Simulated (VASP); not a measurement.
**Si: relaxation of cell and atoms with PBE**

Crystal: Si.

```xyz
2
Lattice="-1.5863 1.5863 2.7327 1.5863 -1.5863 2.7327 1.5863 1.5863 -2.7327" Properties=species:S:1:pos:R:3 pbc="T T T"
Si    0.0000    0.0000    1.5954
Si    0.0000    0.0000    3.8700
```

```
Program                : VASP 6.6.1
Task                   : relaxation of cell and atoms
Functional             : PBE
Potentials or basis    : VASP PAW PBE potentials, release 64 (Si)
Cutoff                 : 600 eV
k mesh                 : 8 × 8 × 8
Occupations            : gaussian, width 0.1 eV
Spin                   : no spin polarisation
Dipole correction      : no
Further INCAR settings : ALGO = Normal; EDIFF = 1e-06; IBRION = 2; EDIFFG = -0.04; NSW = 90; ISIF = 3
```

- Relaxed volume: 17.60 Å³/atom
- Relaxed cell: a = 3.900 Å, b = 3.900 Å, c = 3.900 Å, α = 128.66°, β = 128.66°, γ = 75.57°
- Space group after relaxing (to 0.05 Å): I4/mmm (No. 139)
- Energy gained by relaxing: 369.4 meV/atom
- Ionic steps: 13
- Pressure after relaxing: -0.1 GPa
- Largest force after relaxing: 0.029 eV/Å
- Band gap on the k mesh: zero (band 4 reaches 9.01 eV, above the bottom of band 5 at 5.42 eV)

Forces in eV/Å, atoms in the order of the input:
```
Si   0.000  0.000  0.029
Si   0.000  0.000 -0.029
```

The path:
| step | energy change (eV) | largest force (eV/Å) | pressure (GPa) | volume (Å³) |
| --- | --- | --- | --- | --- |
| 1 | 0.0000 | 0.4476 | 36.15 | 27.50 |
| 2 | -0.3164 | 0.2793 | -11.79 | 41.76 |
| 3 | -0.6608 | 0.2544 | -0.04 | 34.51 |
| 4 | -0.6609 | 0.2536 | 0.38 | 34.36 |
| 5 | -0.6791 | 0.3953 | 0.09 | 34.60 |
| 6 | -0.7133 | 0.6817 | -0.72 | 35.26 |
| 7 | -0.7213 | 0.5710 | -0.68 | 35.31 |
| 8 | -0.7334 | 0.2949 | -0.59 | 35.42 |
| 9 | -0.7146 | 0.4499 | -0.42 | 35.63 |
| 10 | -0.7350 | 0.1529 | -0.55 | 35.46 |
| 11 | -0.7371 | 0.1139 | -0.40 | 35.37 |
| 12 | -0.7388 | 0.0428 | -0.13 | 35.23 |
| 13 | -0.7388 | 0.0289 | -0.08 | 35.20 |

Final structure:
```yaml
crystal:
  lattice:
    - [-1.68971, 1.68971, 3.08259]
    - [1.68971, -1.68971, 3.08259]
    - [1.68971, 1.68971, -3.08259]
  atoms:
    - { symbol: Si, position: [0.30793, 0.30793, 0.00000] }
    - { symbol: Si, position: [0.69207, 0.69207, 0.00000] }
```

Levels at points of the mesh, in eV from the Fermi level:
```
           k point  band 1  band 2  band 3  band 4  band 5  band 6  band 7  band 8
(0.00, 0.00, 0.00)  -12.65   -0.14    0.36    0.36    2.56    3.19    4.89    4.89
(0.50, 0.00, 0.00)   -9.27   -8.17   -2.12    0.97    1.72    2.62    5.14    5.33
(0.50, 0.50, 0.00)   -7.45   -5.75   -4.35   -3.90   -1.68    0.84    7.40    9.50
(0.50, 0.50, 0.50)  -10.25   -7.35   -1.34   -1.34    0.47    2.50   11.02   11.27
```

It took 47 s on 1 thread of Intel(R) Xeon(R) 6975P-C (Granite Rapids), with other jobs on the host, peak memory 0.15 GiB.

Caveat: the volume moved by over 15 % at a fixed basis, so the end points are rough.
